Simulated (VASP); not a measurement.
# TiAl (P-6m2) in VASP: further runs

The runs below take TiAl through single point, with LDA.

All numbers are computed with VASP 6.6.1; they aren't measurements. Logs are shortened: lines on timing, memory, paths and dates and some standing lists are left out, and cuts for length are marked.

### 1 The cell of the first run

It takes space group P-6m2 (No. 187, hexagonal). The conventional cell has a = 2.942 Å, b = 2.942 Å, c = 4.800 Å, α = 90.00°, β = 90.00°, γ = 120.00°. Within 3.9 Å of Ti (site symmetry -6m2) lie 6 Al at 2.94 Å and 6 Ti at 2.94 Å. Al (site symmetry -6m2) has 6 Ti at 2.94 Å and 6 Al at 2.94 Å within 3.9 Å.

### 2 Single point, LDA

The input, INCAR:

```
SYSTEM = TiAl
ALGO = Normal
EDIFF = 1E-7
ENCUT = 520
GGA = CA
ISIF = 2
ISMEAR = 0
LASPH = .True.
LCHARG = .False.
LREAL = .False.
LWAVE = .False.
NBANDS = 14
NELM = 60
PREC = Accurate
SIGMA = 0.1
```

The input, KPOINTS:

```
k-points
0
Gamma
  9 9 5
  0 0 0
```

The input, POSCAR:

```
TiAl
1.0
    2.9417694317      0.0000000000      0.0000000000
   -1.4708847158      2.5476473356      0.0000000000
    0.0000000000      0.0000000000      4.7996456439
Ti Al
1 1
Direct
    0.0000000000      0.0000000000      0.0000000000
    0.3333333333      0.6666666667      0.5000000000
```

Potentials or basis: VASP PAW LDA potentials, release 64 (Ti_sv, Al).

Run with:

```sh
> cat potpaw_LDA.64/Ti_sv/POTCAR potpaw_LDA.64/Al/POTCAR > POTCAR
> mpirun -np 1 vasp_std > vasp.out
```

OUTCAR:

```text
SYSTEM = TiAl
   EDIFF = 1E-7
   ENCUT = 520
   GGA = CA
   ISIF = 2
   ISMEAR = 0
   LASPH = .True.
   LREAL = .False.
   NELM = 60
   PREC = Accurate

 ion  position               nearest neighbor table
   1  0.000  0.000  0.000-   2 2.94   2 2.94   2 2.94   2 2.94   2 2.94   2 2.94
   2  0.333  0.667  0.500-   1 2.94   1 2.94   1 2.94   1 2.94   1 2.94   1 2.94

  LATTYP: Found a hexagonal cell.
 ALAT       =     2.9417694317
 C/A-ratio  =     1.6315505873

  Lattice vectors:

 A1 = (   2.9417694317,   0.0000000000,   0.0000000000)
 A2 = (  -1.4708847158,   2.5476473356,   0.0000000000)
 A3 = (   0.0000000000,   0.0000000000,   4.7996456439)

Analysis of symmetry for initial positions (statically):
=====================================================================
 Subroutine PRICEL returns:
 Original cell was already a primitive cell.

 Routine SETGRP: Setting up the symmetry group for a
 hexagonal supercell.

 Subroutine GETGRP returns: Found 12 space group operations
 (whereof 12 operations were pure point group operations)
 out of a pool of 24 trial point group operations.

The static configuration has the point symmetry D_3h.

Analysis of symmetry for dynamics (positions and initial velocities):
=====================================================================
 Subroutine PRICEL returns:
 Original cell was already a primitive cell.

 Routine SETGRP: Setting up the symmetry group for a
 hexagonal supercell.

 Subroutine GETGRP returns: Found 12 space group operations
 (whereof 12 operations were pure point group operations)
 out of a pool of 24 trial point group operations.

The dynamic configuration has the point symmetry D_3h.

 Subroutine INISYM returns: Found 12 space group operations
 (whereof 12 operations are pure point group operations),
 and found     1 'primitive' translations

----------------------------------------------------------------------------------------

                                     Primitive cell

  volume of cell :      35.9714

  direct lattice vectors                    reciprocal lattice vectors
     2.941769432  0.000000000  0.000000000     0.339931468  0.196259503  0.000000000
    -1.470884716  2.547647336  0.000000000     0.000000000  0.392519006  0.000000000
     0.000000000  0.000000000  4.799645644     0.000000000  0.000000000  0.208348715

  length of vectors
     2.941769432  2.941769670  4.799645644     0.392519038  0.392519006  0.208348715

  position of ions in fractional coordinates (direct lattice)
     0.000000000  0.000000000  0.000000000
     0.333333333  0.666666667  0.500000000

  ion indices of the primitive-cell ions
   primitive index   ion index
                 1           1
                 2           2

----------------------------------------------------------------------------------------

 KPOINTS: k-points

Automatic generation of k-mesh.
 Grid dimensions read from file:
 generate k-points for:    9    9    5

 Generating k-lattice:

  Cartesian coordinates                     Fractional coordinates (reciprocal lattice)
     0.037770163  0.021806611  0.000000000     0.111111111 -0.000000000  0.000000000
     0.000000000  0.043613223  0.000000000     0.000000000  0.111111111  0.000000000
     0.000000000  0.000000000  0.041669743     0.000000000  0.000000000  0.200000000

  Length of vectors
     0.043613226  0.043613223  0.041669743

  Shift w.r.t. Gamma in fractional coordinates (k-lattice)
     0.000000000  0.000000000  0.000000000

 Subroutine IBZKPT returns following result:
 ===========================================

 Found     36 irreducible k-points:

 Following reciprocal coordinates:
            Coordinates               Weight
  0.000000  0.000000  0.000000      1.000000
  0.111111 -0.000000  0.000000      6.000000
  0.222222 -0.000000  0.000000      6.000000
  0.333333  0.000000  0.000000      6.000000
  0.444444 -0.000000  0.000000      6.000000
  0.111111  0.111111  0.000000      6.000000
[... 16 lines left out ...]
  0.333333  0.222222  0.200000     24.000000
  0.333333  0.333333  0.200000      4.000000
 [... further k-points ...]
   k-points           NKPTS =     36   k-points in BZ     NKDIM =     36   number of bands    NBANDS=     14
   number of dos      NEDOS =    301   number of ions     NIONS =      2
   total plane-waves  NPLWV =  20736
   dimension x,y,z NGX =    24 NGY =   24 NGZ =   36
   dimension x,y,z NGXF=    48 NGYF=   48 NGZF=   72
   ions per type =               1   1
   NGX,Y,Z   is equivalent  to a cutoff of  13.56, 13.56, 12.47 a.u.
   NGXF,Y,Z  is equivalent  to a cutoff of  27.13, 27.13, 24.94 a.u.
 SYSTEM =  TiAl
   PREC   = accura    normal or accurate (medium, high low for compatibility)
   ISTART =      0    job   : 0-new  1-cont  2-samecut
   ICHARG =      2    charge: 1-file 2-atom 10-const
   ISPIN  =      1    spin polarized calculation?
   LNONCOLLINEAR =      F non collinear calculations
   LSORBIT =      F    spin-orbit coupling
   LASPH  =      T    aspherical Exc in radial PAW
   ENCUT  =  520.0 eV  38.22 Ry    6.18 a.u.   5.47  5.47  8.92*2*pi/ulx,y,z
   NELM   =     60;   NELMIN=  2; NELMDL= -5     # of ELM steps
   EDIFF  = 0.1E-06   stopping-criterion for ELM
   LREAL  =      F    real-space projection
   EDIFFG = 0.1E-05   stopping-criterion for IOM
   NSW    =      0    number of steps for IOM
   IBRION =     -1    ionic relax: 0-MD 1-quasi-New 2-CG
   NFREE  =      0    steps in history (QN), initial steepest desc. (CG)
   ISIF   =      2    stress and relaxation
   ISYM   =      2    0-nonsym 1-usesym 2-fastsym
   POTIM  = 0.5000    time-step for ionic-motion
   TEBEG  =    0.0;   TEEND  =   0.0 temperature during run
   PSTRESS=    0.0 pullay stress
   NELECT =      15.0000    total number of electrons
   NUPDOWN=      -1.0000    fix difference up-down
   EMIN   =  10.00;   EMAX   =-10.00  energy-range for DOS
   EFERMI =   0.00;   METHOD = LEGACY
   ISMEAR =     0;   SIGMA  =   0.10  broadening in eV -4-tet -1-fermi 0-gaus
   EFERMI_NEDOS =   21; number of points for ismear=-14 and -15
   IALGO  =     38    algorithm
   IMIX   =      4    mixing-type and parameters
     AMIX     =   0.40;   BMIX     =  1.00
     AMIX_MAG =   1.60;   BMIX_MAG =  1.00
  volume/ion in A,a.u.               =      17.99       121.37
  Fermi-wavevector in a.u.,A,eV,Ry     =   1.223074  2.311275 20.353105  1.495911
  Thomas-Fermi vector in A             =   2.358198
   LORBIT       =      0    0 simple, 1 ext, 2 COOP (PROOUT), +10 PAW based schemes
   GGA     = CA    functional components
   LHFCALC =     F    Hartree Fock is set to
   AEXX    =    0.0000 exact exchange contribution
   IVDW    =     0    specifies the selected vdW correction
   LEPSILON=     F    determine dielectric tensor
   LRPA    =     F    only Hartree local field effects (RPA)
 non-spin polarized calculation
 Gauss-broadening in eV      SIGMA  =   0.10
  energy-cutoff  :      520.00
  volume of cell :       35.97
 maximum number of plane-waves:       990
 NGX is ok and might be reduce to    24
   NGX = 11   NGY = 11   NGZ = 17

 number of electron      14.9999997 magnetization

 Free energy of the ion-electron system (eV)
  ---------------------------------------------------
  ext. energy  EPLUGINS =         0.00000000
  ---------------------------------------------------
  free energy    TOTEN  =       -13.06383248 eV

  energy without entropy =      -13.04628068  energy(sigma->0) =      -13.05505658

 E-fermi :   6.9275     XC(G=0): -10.8265

 val. band max:        6.9242704418   @ k =   0.3333   0.0000   0.2000
 cond. band min:       6.9345730410   @ k =   0.2222   0.1111   0.0000
 fundamental gap:      0.0103025992
 Fermi energy:         6.9274983307

 k-point     1 :       0.0000    0.0000    0.0000
  band No.  band energies     occupation
      1     -49.0829      2.00000
      2     -25.7862      2.00000
      3     -25.4171      2.00000
      4     -25.4171      2.00000
      5      -1.6486      2.00000
      6       4.7019      2.00000
      7       5.1652      2.00000
      8       8.0658      0.00000
      9       8.0658      0.00000
     10       9.3649      0.00000
     11       9.3649      0.00000
     12      10.3859      0.00000
     13      18.9582      0.00000
     14      18.9582      0.00000

 k-point     2 :       0.1111   -0.0000    0.0000
  band No.  band energies     occupation
      1     -49.0744      2.00000
      2     -25.7777      2.00000
      3     -25.4725      2.00000
      4     -25.4298      2.00000
      5      -1.3596      2.00000
      6       5.0095      2.00000
      7       5.2103      2.00000
      8       7.8198      0.00000
      9       8.2897      0.00000
     10       9.2925      0.00000
     11       9.4371      0.00000
     12      10.4471      0.00000
     13      16.0019      0.00000
     14      17.3394      0.00000

 k-point     3 :       0.2222   -0.0000    0.0000
  band No.  band energies     occupation
      1     -49.0527      2.00000
      2     -25.7561      2.00000
      3     -25.6110      2.00000
      4     -25.4618      2.00000
      5      -0.5082      2.00000
      6       5.3206      2.00000
      7       5.7364      2.00000
      8       7.3102      0.00000
      9       8.9047      0.00000
     10       9.1139      0.00000
     11       9.6928      0.00000
     12      10.5714      0.00000
     13      12.7498      0.00000
     14      15.8645      0.00000
[... 324 lines left out ...]
 k-point    23 :       0.3333    0.2222    0.2000
  band No.  band energies     occupation
      1     -49.0047      2.00000
      2     -25.8079      2.00000
      3     -25.7087      2.00000
      4     -25.6364      2.00000
      5       3.4988      2.00000
      6       5.2797      2.00000
      7       6.1284      2.00000
      8       6.4946      2.00000
      9       7.2916      0.00000
     10       9.1995      0.00000
     11       9.6426      0.00000
     12      10.3415      0.00000
     13      12.1408      0.00000
     14      13.6316      0.00000

 k-point    24 :       0.3333    0.3333    0.2000
  band No.  band energies     occupation
      1     -49.0003      2.00000
      2     -25.7403      2.00000
      3     -25.7379      2.00000
      4     -25.7044      2.00000
      5       5.0345      2.00000
      6       5.2924      2.00000
      7       5.3281      2.00000
      8       6.3629      2.00000
      9       6.9362      0.90150
     10       9.0320      0.00000
     11       9.5954      0.00000
     12       9.7690      0.00000
     13      13.2572      0.00000
     14      13.4325      0.00000

 [... further k-points ...]
[... 5 lines left out ...]
  --------------------------------------------------------------------------------------
  -------------------------------------------------------------------------------------
  Total       -2.6463543     -2.6463549     -2.9404914     -0.0000000      0.0000000     -0.0000000
  in kB     -117.8695035   -117.8695290   -130.9704695     -0.0000000      0.0000000     -0.0000000
  external PRESSURE =    -122.2365007 kB  Pullay stress =       0.0000000 kB

 VOLUME and BASIS-vectors are now :
 -----------------------------------------------------------------------------
  energy-cutoff  :      520.00
  volume of cell :       35.97
      direct lattice vectors                 reciprocal lattice vectors
     2.941769432  0.000000000  0.000000000     0.339931468  0.196259503  0.000000000
    -1.470884716  2.547647336  0.000000000     0.000000000  0.392519006  0.000000000
     0.000000000  0.000000000  4.799645644     0.000000000  0.000000000  0.208348715

 POSITION                                       TOTAL-FORCE (eV/Angst)
 -----------------------------------------------------------------------------------
      0.00000      0.00000      0.00000        -0.000000      0.000000      0.000000
     -0.00000      1.69843      2.39982         0.000000     -0.000000      0.000000
 -----------------------------------------------------------------------------------
    total drift:                                0.000000      0.000000      0.000000

  FREE ENERGIE OF THE ION-ELECTRON SYSTEM (eV)
  ---------------------------------------------------
  free  energy   TOTEN  =       -13.0638324824 eV

  energy  without entropy=      -13.0462806800  energy(sigma->0) =      -13.05505658
```

It took 5.8 s on 1 thread of Intel Xeon 6975P-C (Granite Rapids), shared host; peak memory 0.14 GiB.

Results:

- Free energy: -13.0638 eV
- Pressure: -12.2 GPa

### 3 Single point, LDA

This run uses another cell than the first one, of 18.65 Å³/atom, 1.037 times its volume.

The input, INCAR:

```
SYSTEM = TiAl
PREC = Accurate
ENCUT = 520
EDIFF = 1E-7
ISMEAR = 0
SIGMA = 0.1
LREAL = .False.
LASPH = .True.
NELM = 80
ALGO = Normal
ISIF = 2
LWAVE = .False.
LCHARG = .False.
GGA = CA
NBANDS = 14
```

The input, KPOINTS:

```
Automatic mesh
0
Gamma
  9 9 5
  0 0 0
```

The input, POSCAR:

```
TiAl
1.0
    2.9776482047      0.0000000000      0.0000000000
   -1.4888241023      2.5787192678      0.0000000000
    0.0000000000      0.0000000000      4.8581836771
Ti Al
1 1
Direct
    0.0000000000      0.0000000000      0.0000000000
    0.3333333333      0.6666666667      0.5000000000
```

Potentials or basis: VASP PAW LDA potentials, release 64 (Ti_sv, Al).

Run with:

```sh
> cat potpaw_LDA.64/Ti_sv/POTCAR potpaw_LDA.64/Al/POTCAR > POTCAR
> mpirun -np 1 vasp_std > vasp.out
```

It took 5.8 s on 1 thread of Intel Xeon 6975P-C (Granite Rapids), shared host; peak memory 0.14 GiB.

The run converged. Its results:

- Free energy: -12.9530 eV
- Pressure: -14.4 GPa

Stress tensor (GPa, compression positive):
```
-13.86   0.00   0.00
  0.00 -13.86   0.00
  0.00   0.00 -15.54
```

Levels at points of the mesh, in eV from the Fermi level:
| k point | band 5 | band 6 | band 7 | band 8 | band 9 | band 10 |
| --- | --- | --- | --- | --- | --- | --- |
| (0.00, 0.00, 0.00) | -8.41 | -2.19 | -1.73 | 1.09 | 1.09 | 2.32 |
